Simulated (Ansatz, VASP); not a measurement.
## Zn3Bi2 in VASP and in Ansatz

File INCAR:

```
ALGO     = Fast           # electronic algorithm
EDIFF    = 1E-7           # SCF threshold, eV
EDIFFG   = -0.01          # ionic threshold
ENCUT    = 600            # plane-wave cutoff, eV
GGA      = PE             # functional
IBRION   = 2              # ionic algorithm
ISIF     = 3              # what is computed and relaxed
ISMEAR   = 0              # smearing method
LASPH    = True           # aspherical terms in the spheres
LCHARG   = False          # write CHGCAR
LREAL    = False          # projectors in reciprocal space
LWAVE    = False          # write WAVECAR
NELM     = 60             # most SCF steps
NSW      = 100            # ionic steps
PREC     = Accurate       # precision mode
SIGMA    = 0.1            # smearing width, eV
```

File KPOINTS:

```
k-points
0
Gamma
  10 10 6
```

File POSCAR:

```
Zn3Bi2
1.0
    4.2702435335      0.0000000000      0.0000000000
    0.0000000000      4.2702435335      0.0000000000
    0.0000000000      0.0000000000      6.6028863564
Zn Bi
3 2
Direct
    0.5000000000      0.0000000000      0.9946096813
    0.0000000000      0.5000000000      0.9946096813
    0.0000000000      0.0000000000      0.2467917670
    0.0000000000      0.0000000000      0.6996256975
    0.5000000000      0.5000000000      0.3343630930
```

Input for Ansatz:

```yaml
crystal:
  lattice:
    - [4.2702435335, 0.0, 0.0]
    - [0.0, 4.2702435335, 0.0]
    - [0.0, 0.0, 6.6028863564]
  atoms:
    - { symbol: Zn, position: [0.5, 0.0, 0.9946096813] }
    - { symbol: Zn, position: [0.0, 0.5, 0.9946096813] }
    - { symbol: Zn, position: [0.0, 0.0, 0.246791767] }
    - { symbol: Bi, position: [0.0, 0.0, 0.6996256975] }
    - { symbol: Bi, position: [0.5, 0.5, 0.334363093] }
basis:
  ecutwfc: 420
kpoints:
  mp_grid: { grid: [10, 10, 6] }
hamiltonian:
  xc: pbe
scf:
  occupations: { method: gaussian, width: 0.1 }
output:
  forces: true
  stress: true
  eigenvalues: true
  write_density: true
  write_potential: true
  elf: true
  volumetric_format: npy
relax:
  adjacent_minimum: "off"
  f_tol: 0.01
  max_steps: 80
  cell: { stress_tol: 0.05 }
```

Change from the starting cell: species swapped into the Cu3Te2 type (P4mm, No. 99).

Alike in both runs: task relaxation of cell and atoms; functional PBE; k mesh 10 × 10 × 6; occupations gaussian, width 0.1 eV; no spin polarisation.

|  | VASP | Ansatz |
| --- | --- | --- |
| version | VASP 6.6.1 | Ansatz 0.2.0 |
| potentials or method | VASP PAW PBE potentials, release 64 (Zn, Bi_d), cutoff 600 eV | scalar-relativistic, plane waves, PAW |
| valence electrons in the cell | 66 | 66 |

VASP gave:

| Quantity | Value |
| --- | --- |
| gap on the k mesh at the Fermi level, each at its own relaxed structure (eV) | none |
| relaxed volume (Å³/atom) | 24.35 |
| relaxed cell length with the largest relative difference (Å) | 6.636 |

Task: Which values does Ansatz return?

Result: gap on the k mesh at the Fermi level, each at its own relaxed structure (eV): none; relaxed volume (Å³/atom): 24.32; relaxed cell length with the largest relative difference (Å): 6.627.

A gap of «none» marks a metal or a gap that the smearing closes.

Neither program's run includes spin-orbit coupling.
